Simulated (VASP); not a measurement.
ZrZn4N:

```
Zr Zn N
1.0
     4.93853    0.00000    0.00000
    -2.46926    4.27689    0.00000
     0.00000    0.00000    4.04787
Zr Zn N
1 4 1
Direct
  0.00000 0.00000 0.00000
  0.66667 0.33333 0.00000
  0.99951 0.49975 0.50000
  0.50025 0.49975 0.50000
  0.50025 0.00049 0.50000
  0.33333 0.66667 0.00000
```

The cell was generated, and may not be a known phase.

| Property | Result |
| --- | --- |
| Program | VASP 6.6.1 |
| Task | relaxation of cell and atoms |
| Functional | PBE |
| Potentials or basis | VASP PAW PBE potentials, release 64 (Zr_sv, Zn, N) |
| Cutoff | 600 eV |
| k mesh | 6 × 6 × 4 |
| Occupations | gaussian, width 0.1 eV |
| Spin | no spin polarisation |

At the start: pressure 3.5 GPa; volume 14.25 Å³/atom.

Q: How do energy, volume and symmetry change on relaxing?

A: Over 11 steps the energy falls by 34.4 meV/atom and the volume is 14.76 Å³/atom (+3.6 %); space group P-6m2 (No. 187, to 0.1 Å) before and after.

Step by step:
```tsv
step	energy change (eV)	largest force (eV/Å)	pressure (GPa)	volume (Å³)
1	0.0000	0.6836	3.52	85.50
2	-0.0996	0.0115	-1.62	89.41
3	-0.0996	0.0140	-1.64	89.41
4	-0.1396	0.0448	-0.44	88.43
5	-0.1641	0.0159	1.24	87.27
6	-0.1471	0.0134	5.15	84.83
7	-0.1723	0.0103	2.51	86.46
8	-0.1951	0.0290	1.55	87.30
9	-0.2052	0.0779	0.26	88.48
10	-0.2054	0.0713	0.40	88.33
11	-0.2064	0.0241	0.11	88.57
```

Final structure:
```
Zr Zn N
1.0
     5.25354    0.00000    0.00000
    -2.62677    4.54970    0.00000
     0.00000    0.00000    3.70541
Zr Zn N
1 4 1
Cartesian
  0.0000 0.0000 0.0000
  2.6268 1.5166 0.0000
  -1.2540 2.3091 1.8527
  1.2540 2.3091 1.8527
  0.0000 4.4812 1.8527
  0.0000 3.0331 0.0000
```

Caveat: the k points lie up to 0.42 Å⁻¹ apart in the final cell, too coarse for converged energies and pressures of a metal.
